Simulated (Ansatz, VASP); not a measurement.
**Two plane-wave programs on VPt3**

```
V Pt
1.0
     3.87900    0.00000    0.00000
     0.00000    3.87900    0.00000
     0.00000    0.00000    3.87900
V Pt
1 3
Direct
  0.00000 0.00000 0.00000
  0.00000 0.50000 0.50000
  0.50000 0.00000 0.50000
  0.50000 0.50000 0.00000
```

Change from the starting cell: parallel moments scaled by 0.1, free total moment.

Alike in both runs: task single point; functional LDA; k mesh 7 × 7 × 7; occupations fermi-dirac, width 0.1 eV; collinear spin.

|  | VASP | Ansatz |
| --- | --- | --- |
| version | VASP 6.6.1 | Ansatz 0.2.0 |
| potentials or method | VASP PAW LDA potentials, release 64 (V_sv, Pt), cutoff 520 eV | PAW, plane waves, scalar-relativistic |
| valence electrons in the cell | 43 | 67 |

|  | VASP | Ansatz | Ansatz less VASP |
| --- | --- | --- | --- |
| pressure (GPa) | -7.6 | -7.4 | +0.16 |
| net moment per atom (μB) | 0.00 | 0.32 | +0.324 |
| size of the moment on the site where the two differ most (μB) | 0.00 | 1.30 | +1.298 |

The net moments are unlike, so the other rows may belong to different states. LDA's correlation is that of Perdew and Zunger in VASP and of Perdew and Wang (1992) in Ansatz. Site moments also hang on the region over which each program counts them. VASP's potentials hold 43 valence electrons a cell and Ansatz's 67, so a difference there can come from the potentials and not from the codes.

Spin-orbit coupling is off throughout.
